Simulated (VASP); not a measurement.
# Sr3Ru (P6_3/mmc) in VASP: notebook

Runs on Sr3Ru. Level: PBE. Tasks: single point.

Program: VASP 6.6.1. These are calculated values, not measurements. Logs are shortened: lines on timing, memory, paths and dates and some standing lists are left out, and cuts for length are marked.

### 1 The cell of the first run

It takes space group P6_3/mmc (No. 194, hexagonal). The conventional cell has a = 7.816 Å, b = 7.816 Å, c = 5.040 Å, α = 90.00°, β = 90.00°, γ = 120.00°. Sr (site symmetry mm2) has 4 Ru at 3.20 to 3.92 Å and 6 Sr at 3.41 to 3.58 Å within 4.2 Å. Within 4.2 Å of Ru (site symmetry -6m2) lie 12 Sr at 3.20 to 3.92 Å.

### 2 Single point, PBE

Contents of INCAR:

```
PREC     = Accurate       # precision mode
ENCUT    = 520            # plane-wave cutoff, eV
EDIFF    = 1E-6           # SCF threshold, eV
ISMEAR   = 0              # smearing method
SIGMA    = 0.1            # smearing width, eV
LREAL    = False          # projectors in reciprocal space
LASPH    = True           # aspherical terms in the spheres
NELM     = 60             # most SCF steps
ALGO     = Fast           # electronic algorithm
ISIF     = 2              # what is computed and relaxed
LWAVE    = False          # write WAVECAR
LCHARG   = True           # write CHGCAR
GGA      = PE             # functional
LELF     = True           # ELF
LVHAR    = True         
NBANDS   = 54             # bands
```

Contents of KPOINTS:

```
regular mesh
0
Gamma
  3 3 4
```

Contents of POSCAR:

```
Sr3Ru
1.0
    7.8164412285      0.0000000000      0.0000000000
   -3.9082206143      6.7692366711      0.0000000000
    0.0000000000      0.0000000000      5.0399563736
Sr Ru
6 2
Direct
    0.8122340555      0.6244681111      0.2500000000
    0.1877659445      0.8122340555      0.7500000000
    0.3755318889      0.1877659445      0.2500000000
    0.1877659445      0.3755318889      0.7500000000
    0.8122340555      0.1877659445      0.2500000000
    0.6244681111      0.8122340555      0.7500000000
    0.3333333333      0.6666666667      0.2500000000
    0.6666666667      0.3333333333      0.7500000000
```

Potentials or basis: VASP PAW PBE potentials, release 64 (Sr_sv, Ru_pv).

Launch:

```bash
> cat potpaw_PBE.64/Sr_sv/POTCAR potpaw_PBE.64/Ru_pv/POTCAR > POTCAR
> mpirun -np 1 vasp_std > vasp.out
```

OUTCAR:

```text
PREC = Accurate
   ENCUT = 520
   EDIFF = 1E-6
   ISMEAR = 0
   LREAL = False
   LASPH = True
   NELM = 60
   ISIF = 2
   GGA = PE

 ion  position               nearest neighbor table
   1  0.812  0.624  0.250-   8 3.20   8 3.20   3 3.41   5 3.41   6 3.58   6 3.58   2 3.58   2 3.58
                             7 3.92   7 3.92   3 4.40   5 4.40   4 4.95   4 4.95   4 4.95   4 4.95
   2  0.188  0.812  0.750-   7 3.20   7 3.20   6 3.41   4 3.41   1 3.58   1 3.58   3 3.58   3 3.58
                             8 3.92   8 3.92   6 4.40   4 4.40   5 4.95   5 4.95   5 4.95   5 4.95
   3  0.376  0.188  0.250-   8 3.20   8 3.20   5 3.41   1 3.41   4 3.58   4 3.58   2 3.58   2 3.58
                             7 3.92   7 3.92   5 4.40   1 4.40   6 4.95   6 4.95   6 4.95   6 4.95
   4  0.188  0.376  0.750-   7 3.20   7 3.20   6 3.41   2 3.41   3 3.58   3 3.58   5 3.58   5 3.58
                             8 3.92   8 3.92   6 4.40   2 4.40   1 4.95   1 4.95   1 4.95   1 4.95
   5  0.812  0.188  0.250-   8 3.20   8 3.20   3 3.41   1 3.41   4 3.58   4 3.58   6 3.58   6 3.58
                             7 3.92   7 3.92   3 4.40   1 4.40   2 4.95   2 4.95   2 4.95   2 4.95
   6  0.624  0.812  0.750-   7 3.20   7 3.20   2 3.41   4 3.41   1 3.58   1 3.58   5 3.58   5 3.58
                             8 3.92   8 3.92   2 4.40   4 4.40   3 4.95   3 4.95   3 4.95   3 4.95
   7  0.333  0.667  0.250-   2 3.20   2 3.20   6 3.20   6 3.20   4 3.20   4 3.20   1 3.92   5 3.92
                             1 3.92   5 3.92   3 3.92   3 3.92
   8  0.667  0.333  0.750-   5 3.20   5 3.20   3 3.20   3 3.20   1 3.20   1 3.20   4 3.92   2 3.92
                             4 3.92   2 3.92   6 3.92   6 3.92

  LATTYP: Found a hexagonal cell.
 ALAT       =     7.8164412285
 C/A-ratio  =     0.6447891344

  Lattice vectors:

 A1 = (   7.8164412285,   0.0000000000,   0.0000000000)
 A2 = (  -3.9082206143,   6.7692366711,   0.0000000000)
 A3 = (   0.0000000000,   0.0000000000,   5.0399563736)

Analysis of symmetry for initial positions (statically):
=====================================================================
 Subroutine PRICEL returns:
 Original cell was already a primitive cell.

 Routine SETGRP: Setting up the symmetry group for a
 hexagonal supercell.

 Subroutine GETGRP returns: Found 24 space group operations
 (whereof 12 operations were pure point group operations)
 out of a pool of 24 trial point group operations.

The static configuration has the point symmetry D_3d.
 The point group associated with its full space group is D_6h.

Analysis of symmetry for dynamics (positions and initial velocities):
=====================================================================
 Subroutine PRICEL returns:
 Original cell was already a primitive cell.

 Routine SETGRP: Setting up the symmetry group for a
 hexagonal supercell.

 Subroutine GETGRP returns: Found 24 space group operations
 (whereof 12 operations were pure point group operations)
 out of a pool of 24 trial point group operations.

The dynamic configuration has the point symmetry D_3d.
 The point group associated with its full space group is D_6h.

 Subroutine INISYM returns: Found 24 space group operations
 (whereof 12 operations are pure point group operations),
 and found     1 'primitive' translations

----------------------------------------------------------------------------------------

                                     Primitive cell

  volume of cell :     266.6708

  direct lattice vectors                    reciprocal lattice vectors
     7.816441228  0.000000000  0.000000000     0.127935459  0.073863572  0.000000000
    -3.908220614  6.769236671  0.000000000     0.000000000  0.147727144  0.000000000
     0.000000000  0.000000000  5.039956374     0.000000000  0.000000000  0.198414416

  length of vectors
     7.816441228  7.816441229  5.039956374     0.147727144  0.147727144  0.198414416

  position of ions in fractional coordinates (direct lattice)
     0.812234055  0.624468111  0.250000000
     0.187765945  0.812234055  0.750000000
     0.375531889  0.187765945  0.250000000
     0.187765945  0.375531889  0.750000000
     0.812234055  0.187765945  0.250000000
     0.624468111  0.812234055  0.750000000
     0.333333333  0.666666667  0.250000000
     0.666666667  0.333333333  0.750000000

  ion indices of the primitive-cell ions
   primitive index   ion index
                 1           1
                 2           2
                 3           3
                 4           4
                 5           5
                 6           6
                 7           7
                 8           8

----------------------------------------------------------------------------------------

 KPOINTS: regular mesh

Automatic generation of k-mesh.
 Grid dimensions read from file:
 generate k-points for:    3    3    4

 Generating k-lattice:

  Cartesian coordinates                     Fractional coordinates (reciprocal lattice)
     0.042645153  0.024621191  0.000000000     0.333333333  0.000000000  0.000000000
     0.000000000  0.049242381  0.000000000     0.000000000  0.333333333  0.000000000
     0.000000000  0.000000000  0.049603604     0.000000000  0.000000000  0.250000000

  Length of vectors
     0.049242381  0.049242381  0.049603604

  Shift w.r.t. Gamma in fractional coordinates (k-lattice)
     0.000000000  0.000000000  0.000000000

 Subroutine IBZKPT returns following result:
 ===========================================

 Found      9 irreducible k-points:

 Following reciprocal coordinates:
            Coordinates               Weight
  0.000000  0.000000  0.000000      1.000000
  0.333333  0.000000  0.000000      6.000000
  0.333333  0.333333  0.000000      2.000000
  0.000000  0.000000  0.250000      2.000000
  0.333333  0.000000  0.250000     12.000000
  0.333333  0.333333  0.250000      4.000000
  0.000000  0.000000  0.500000      1.000000
  0.333333  0.000000  0.500000      6.000000
  0.333333  0.333333  0.500000      2.000000
   k-points           NKPTS =      9   k-points in BZ     NKDIM =      9   number of bands    NBANDS=     54
   number of dos      NEDOS =    301   number of ions     NIONS =      8
   total plane-waves  NPLWV = 144000
   dimension x,y,z NGX =    60 NGY =   60 NGZ =   40
   dimension x,y,z NGXF=   120 NGYF=  120 NGZF=   80
   ions per type =               6   2
   NGX,Y,Z   is equivalent  to a cutoff of  12.76, 12.76, 13.19 a.u.
   NGXF,Y,Z  is equivalent  to a cutoff of  25.52, 25.52, 26.39 a.u.
 SYSTEM =  unknown system
   PREC   = accura    normal or accurate (medium, high low for compatibility)
   ISTART =      0    job   : 0-new  1-cont  2-samecut
   ICHARG =      2    charge: 1-file 2-atom 10-const
   ISPIN  =      1    spin polarized calculation?
   LNONCOLLINEAR =      F non collinear calculations
   LSORBIT =      F    spin-orbit coupling
   LASPH  =      T    aspherical Exc in radial PAW
   ENCUT  =  520.0 eV  38.22 Ry    6.18 a.u.  14.53 14.53  9.37*2*pi/ulx,y,z
   NELM   =     60;   NELMIN=  2; NELMDL= -5     # of ELM steps
   EDIFF  = 0.1E-05   stopping-criterion for ELM
   LREAL  =      F    real-space projection
   EDIFFG = 0.1E-04   stopping-criterion for IOM
   NSW    =      0    number of steps for IOM
   IBRION =     -1    ionic relax: 0-MD 1-quasi-New 2-CG
   NFREE  =      0    steps in history (QN), initial steepest desc. (CG)
   ISIF   =      2    stress and relaxation
   ISYM   =      2    0-nonsym 1-usesym 2-fastsym
   POTIM  = 0.5000    time-step for ionic-motion
   TEBEG  =    0.0;   TEEND  =   0.0 temperature during run
   PSTRESS=    0.0 pullay stress
   NELECT =      88.0000    total number of electrons
   NUPDOWN=      -1.0000    fix difference up-down
   EMIN   =  10.00;   EMAX   =-10.00  energy-range for DOS
   EFERMI =   0.00;   METHOD = LEGACY
   ISMEAR =     0;   SIGMA  =   0.10  broadening in eV -4-tet -1-fermi 0-gaus
   EFERMI_NEDOS =   21; number of points for ismear=-14 and -15
   IALGO  =     68    algorithm
   IMIX   =      4    mixing-type and parameters
     AMIX     =   0.40;   BMIX     =  1.00
     AMIX_MAG =   1.60;   BMIX_MAG =  1.00
  volume/ion in A,a.u.               =      33.33       224.95
  Fermi-wavevector in a.u.,A,eV,Ry     =   1.131298  2.137844 17.413230  1.279836
  Thomas-Fermi vector in A             =   2.267997
   LORBIT       =      0    0 simple, 1 ext, 2 COOP (PROOUT), +10 PAW based schemes
   GGA     = PE    functional components
   LHFCALC =     F    Hartree Fock is set to
   AEXX    =    0.0000 exact exchange contribution
   IVDW    =     0    specifies the selected vdW correction
   LEPSILON=     F    determine dielectric tensor
   LRPA    =     F    only Hartree local field effects (RPA)
 non-spin polarized calculation
 RMM-DIIS sequential band-by-band and
 Gauss-broadening in eV      SIGMA  =   0.10
  energy-cutoff  :      520.00
  volume of cell :      266.67
 maximum number of plane-waves:      7249
 NGX is ok and might be reduce to    60
   NGX = 29   NGY = 29   NGZ = 19

 number of electron      88.0000003 magnetization

 Free energy of the ion-electron system (eV)
  ---------------------------------------------------
  ext. energy  EPLUGINS =         0.00000000
  ---------------------------------------------------
  free energy    TOTEN  =       -24.48318883 eV

  energy without entropy =      -24.44221555  energy(sigma->0) =      -24.46270219

 E-fermi :   3.1336     XC(G=0):  -8.9958

 val. band max:        3.0976137051   @ k =   0.3333   0.0000   0.2500
 cond. band min:       3.1377337225   @ k =   0.3333   0.3333   0.5000
 fundamental gap:      0.0401200174
 Fermi energy:         3.1336474077

 k-point     1 :       0.0000    0.0000    0.0000
  band No.  band energies     occupation
      1     -37.9131      2.00000
      2     -37.9130      2.00000
      3     -37.9026      2.00000
      4     -37.9026      2.00000
      5     -37.9025      2.00000
      6     -37.9025      2.00000
[... 46 lines left out ...]
     53       5.5093      0.00000
     54       5.5097      0.00000

 k-point     2 :       0.3333    0.0000    0.0000
  band No.  band energies     occupation
      1     -37.9130      2.00000
      2     -37.9130      2.00000
      3     -37.9026      2.00000
      4     -37.9026      2.00000
      5     -37.9025      2.00000
      6     -37.9024      2.00000
[... 46 lines left out ...]
     53       5.4614      0.00000
     54       5.5687      0.00000

 k-point     3 :       0.3333    0.3333    0.0000
  band No.  band energies     occupation
      1     -37.9130      2.00000
      2     -37.9130      2.00000
      3     -37.9026      2.00000
      4     -37.9025      2.00000
      5     -37.9025      2.00000
      6     -37.9024      2.00000
[... 46 lines left out ...]
     53       5.1810      0.00000
     54       5.8868      0.00000
[... 229 lines left out ...]
 k-point     8 :       0.3333    0.0000    0.5000
  band No.  band energies     occupation
      1     -37.9139      2.00000
      2     -37.9139      2.00000
      3     -37.9023      2.00000
      4     -37.9023      2.00000
      5     -37.9023      2.00000
      6     -37.9023      2.00000
[... 46 lines left out ...]
     53       5.1258      0.00000
     54       5.1263      0.00000

 k-point     9 :       0.3333    0.3333    0.5000
  band No.  band energies     occupation
      1     -37.9139      2.00000
      2     -37.9139      2.00000
      3     -37.9023      2.00000
      4     -37.9023      2.00000
      5     -37.9023      2.00000
      6     -37.9023      2.00000
[... 46 lines left out ...]
     53       5.3858      0.00000
     54       5.4847      0.00000

------------------------ aborting loop because EDIFF is reached ----------------------------------------

  FORCE on cell =-STRESS in cart. coord.  units (eV):
  Direction    XX          YY          ZZ          XY          YZ          ZX
  --------------------------------------------------------------------------------------
  -------------------------------------------------------------------------------------
  Total        0.6872002      0.6872002      0.2910218     -0.0000000      0.0000000     -0.0000000
  in kB        4.1287477      4.1287477      1.7484797     -0.0000000      0.0000000     -0.0000000
  external PRESSURE =       3.3353251 kB  Pullay stress =       0.0000000 kB

 VOLUME and BASIS-vectors are now :
 -----------------------------------------------------------------------------
  energy-cutoff  :      520.00
  volume of cell :      266.67
      direct lattice vectors                 reciprocal lattice vectors
     7.816441228  0.000000000  0.000000000     0.127935459  0.073863572  0.000000000
    -3.908220614  6.769236671  0.000000000     0.000000000  0.147727144  0.000000000
     0.000000000  0.000000000  5.039956374     0.000000000  0.000000000  0.198414416

 POSITION                                       TOTAL-FORCE (eV/Angst)
 -----------------------------------------------------------------------------------
      3.90822      4.22717      1.25999        -0.000000      0.019228     -0.000000
     -1.70673      5.49820      3.77997        -0.016652      0.009614      0.000000
      2.20149      1.27103      1.25999        -0.016652     -0.009614      0.000000
      0.00000      2.54206      3.77997         0.000000     -0.019228      0.000000
      5.61495      1.27103      1.25999         0.016652     -0.009614     -0.000000
      1.70673      5.49820      3.77997         0.016652      0.009614     -0.000000
     -0.00000      4.51282      1.25999        -0.000000     -0.000000      0.000000
      3.90822      2.25641      3.77997        -0.000000      0.000000      0.000000
 -----------------------------------------------------------------------------------
    total drift:                               -0.000000      0.000000      0.000000

  FREE ENERGIE OF THE ION-ELECTRON SYSTEM (eV)
  ---------------------------------------------------
  free  energy   TOTEN  =       -24.4831888308 eV

  energy  without entropy=      -24.4422155503  energy(sigma->0) =      -24.46270219
```

Wall time 9.5 min (1 thread of Intel Xeon 8259CL, shared host); peak memory 0.42 GiB.

What came out:

* Free energy: -24.4832 eV
* Pressure: 0.3 GPa
* Largest force: 0.019 eV/Å
* Band gap on the k mesh: zero (bands 44 and 45 overlap by 0.72 eV)

Forces on the atoms (eV/Å):
```
Sr   0.000  0.019  0.000
Sr  -0.017  0.010  0.000
Sr  -0.017 -0.010  0.000
Sr   0.000 -0.019  0.000
Sr   0.017 -0.010  0.000
Sr   0.017  0.010  0.000
Ru   0.000  0.000  0.000
Ru   0.000  0.000  0.000
```

Stress tensor (GPa, compression positive):
```
0.41 0.00 0.00
0.00 0.41 0.00
0.00 0.00 0.17
```

Levels at points of the mesh, in eV from the Fermi level:
```
           k point  band 41  band 42  band 43  band 44  band 45  band 46  band 47  band 48
(0.00, 0.00, 0.00)    -0.43    -0.43    -0.21     0.26     0.26     0.48     0.48     0.53
(0.00, 0.00, 0.50)    -0.35    -0.35    -0.31    -0.31     1.26     1.26     1.26     1.26
```

### 3 Single point, PBE

This run uses another cell than the first one, of 39.32 Å³/atom.

Contents of INCAR:

```
SYSTEM = Sr3Ru
ALGO = Fast ; EDIFF = 1E-6
ENCUT = 520 ; GGA = PE
ISIF = 2 ; ISMEAR = 0
LASPH = .TRUE. ; LCHARG = .FALSE.
LREAL = .FALSE. ; LWAVE = .FALSE.
NBANDS = 54 ; NELM = 100
PREC = Accurate ; SIGMA = 0.1
```

Contents of KPOINTS:

```
k-points
0
G
  6 6 8
  0 0 0
```

Contents of POSCAR:

```
Sr3Ru
1.0
    9.0999615351      0.0000000000      0.0000000000
   -4.5499807676      7.8807978628      0.0000000000
    0.0000000000      0.0000000000      4.3863023180
Sr Ru
6 2
Direct
    0.7975342389      0.5950684779      0.2500000000
    0.2024657611      0.7975342389      0.7500000000
    0.4049315221      0.2024657611      0.2500000000
    0.2024657611      0.4049315221      0.7500000000
    0.7975342389      0.2024657611      0.2500000000
    0.5950684779      0.7975342389      0.7500000000
    0.3333333333      0.6666666667      0.2500000000
    0.6666666667      0.3333333333      0.7500000000
```

Potentials or basis: VASP PAW PBE potentials, release 64 (Sr_sv, Ru_pv).

Launch:

```bash
> cat potpaw_PBE.64/Sr_sv/POTCAR potpaw_PBE.64/Ru_pv/POTCAR > POTCAR
> mpirun -np 1 vasp_std > vasp.out
```

It took 52 min on 1 thread of Intel Xeon 8259CL, shared host; peak memory 0.71 GiB.

It converged, with:

| Item | Value |
| --- | --- |
| Free energy | -24.6091 eV |
| Pressure | 0.1 GPa |
| Largest force | 0.026 eV/Å |
| Band gap on the k mesh | zero (bands 44 and 45 overlap by 0.91 eV) |

Forces in eV/Å, atoms in the order of the input:
```
Sr   0.000  0.026  0.000
Sr  -0.022  0.013  0.000
Sr  -0.022 -0.013  0.000
Sr   0.000 -0.026  0.000
Sr   0.022 -0.013  0.000
Sr   0.022  0.013  0.000
Ru   0.000  0.000  0.000
Ru   0.000  0.000  0.000
```

Stress tensor (GPa, compression positive):
```
0.09 0.00 0.00
0.00 0.09 0.00
0.00 0.00 0.19
```

Levels at points of the mesh, in eV from the Fermi level:
| k point | band 42 | band 43 | band 44 | band 45 | band 46 | band 47 |
| --- | --- | --- | --- | --- | --- | --- |
| (0.00, 0.00, 0.00) | -0.68 | -0.44 | -0.44 | -0.27 | -0.09 | -0.09 |
| (0.50, 0.00, 0.00) | -0.65 | -0.64 | -0.60 | 0.21 | 0.37 | 0.61 |
| (0.00, 0.00, 0.50) | -0.58 | -0.08 | -0.08 | 1.01 | 1.01 | 1.01 |
| (0.50, 0.00, 0.50) | -0.55 | -0.21 | -0.21 | 0.47 | 0.47 | 0.77 |

The gap in the log of VASP goes by the Fermi energy; the results here count the filled bands.